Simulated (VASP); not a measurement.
Input of a VASP 6.6.1 run:

File POSCAR:

```
LiTlSe2
1.0
    4.2639248130      0.0000000000      0.0000000000
    0.0000000000      4.2639248130      0.0000000000
    0.0000000000      0.0000000000      5.9802485926
Li Se Tl
1 2 1
Direct
    0.0000000000      0.0000000000      0.0000000000
    0.0000000000      0.5000000000      0.2292133967
    0.5000000000      0.0000000000      0.7707866033
    0.5000000000      0.5000000000      0.5000000000
```

The input INCAR.step1:

```
ALGO     = Normal         # electronic algorithm
EDIFF    = 1E-5           # SCF threshold, eV
ENCUT    = 650            # plane-wave cutoff, eV
GGA      = PE             # functional
GGA_COMPAT= False        
ISIF     = 2              # what is computed and relaxed
ISMEAR   = 0              # smearing method
LASPH    = True           # aspherical terms in the spheres
LCHARG   = False          # write CHGCAR
LREAL    = False          # projectors in reciprocal space
LWAVE    = True           # write WAVECAR
NBANDS   = 22             # bands
NELM     = 120            # most SCF steps
PREC     = Accurate       # precision mode
SIGMA    = 0.01           # smearing width, eV
```

Contents of INCAR.step2:

```
AEXX     = 0.5            # exact-exchange fraction
ALGO     = Normal         # electronic algorithm
EDIFF    = 1E-6           # SCF threshold, eV
ENCUT    = 650            # plane-wave cutoff, eV
GGA      = PE             # functional
GGA_COMPAT= False        
HFSCREEN = 0.3            # screening, 1/A
ISIF     = 2              # what is computed and relaxed
ISMEAR   = 0              # smearing method
ISTART   = 1            
LASPH    = True           # aspherical terms in the spheres
LCHARG   = False          # write CHGCAR
LHFCALC  = True           # exact exchange
LREAL    = False          # projectors in reciprocal space
LWAVE    = False          # write WAVECAR
NBANDS   = 22             # bands
NELM     = 120            # most SCF steps
PREC     = Accurate       # precision mode
PRECFOCK = Normal       
SIGMA    = 0.01           # smearing width, eV
```

File KPOINTS:

```
k-points
0
Gamma
  4 4 2
```

Potentials or basis: VASP PAW PBE potentials, release 64 (Li_sv, Se, Tl_d).

The run is started by

```console
$ cat potpaw_PBE.64/Li_sv/POTCAR potpaw_PBE.64/Se/POTCAR potpaw_PBE.64/Tl_d/POTCAR > POTCAR
$ cp INCAR.step1 INCAR
$ mpirun -np 1 vasp_std > vasp.out
$ cp INCAR.step2 INCAR
$ mpirun -np 1 vasp_std > vasp.out
```

Q: Estimate the band gap on the k mesh.

A: 1.66 eV.

Q: Estimate the largest force.

A: 0.370 eV/Å.

Q: What does it give for the pressure?

A: -1.8 GPa.

Stress tensor (GPa, compression positive):
```
-1.68  0.00  0.00
 0.00 -1.68  0.00
 0.00  0.00 -1.92
```

Caveat: the k points lie up to 0.53 Å⁻¹ apart; the PAW data sets were made with another functional, which shifts forces and pressure a little; spin-orbit coupling is left out, which moves the levels of the heavy elements. A k mesh can miss the band edges.
